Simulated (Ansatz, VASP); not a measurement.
One calculation of Co, two programs

```
CELL_PARAMETERS angstrom
2.47056 0.00000 0.00000
-1.23528 2.13957 0.00000
0.00000 0.00000 8.08823
ATOMIC_POSITIONS crystal
Co 0.66667 0.33333 0.75000
Co 0.00000 0.00000 0.50000
Co 0.33333 0.66667 0.25000
Co 0.00000 0.00000 0.00000
```

Alike in both runs: task single point; functional PBE; k mesh 12 × 12 × 4; occupations gaussian, width 0.021 eV; collinear spin.

```csv
,VASP,Ansatz
version,VASP 6.6.1,Ansatz 0.2.0
potentials or method,"VASP PAW PBE potentials, release 64 (Co)",Ansatz PAW
plane-wave cutoff (eV),520,420
valence electrons in the cell,36,68
```

VASP gave:

- gap on the k mesh at the Fermi level (eV): none
- pressure (GPa): 3.8
- traceless stress, the component that is largest in VASP (GPa): -2.90
- net moment per atom (μB): 1.65
- size of the moment on the site where the two differ most (μB): 1.67

**Question.** Which values does Ansatz return?

**Answer.** gap on the k mesh at the Fermi level (eV): none; pressure (GPa): 4.7; traceless stress, the component that is largest in VASP (GPa): -3.12; net moment per atom (μB): 1.66; size of the moment on the site where the two differ most (μB): 1.74.

Site moments also hang on the region over which each program counts them. A gap of «none» marks a metal or a gap that the smearing closes. With one functional, cell and mesh, what is left measures potentials, basis and numerics. VASP's potentials hold 36 valence electrons a cell and Ansatz's 68, so a difference there can come from the potentials and not from the codes.
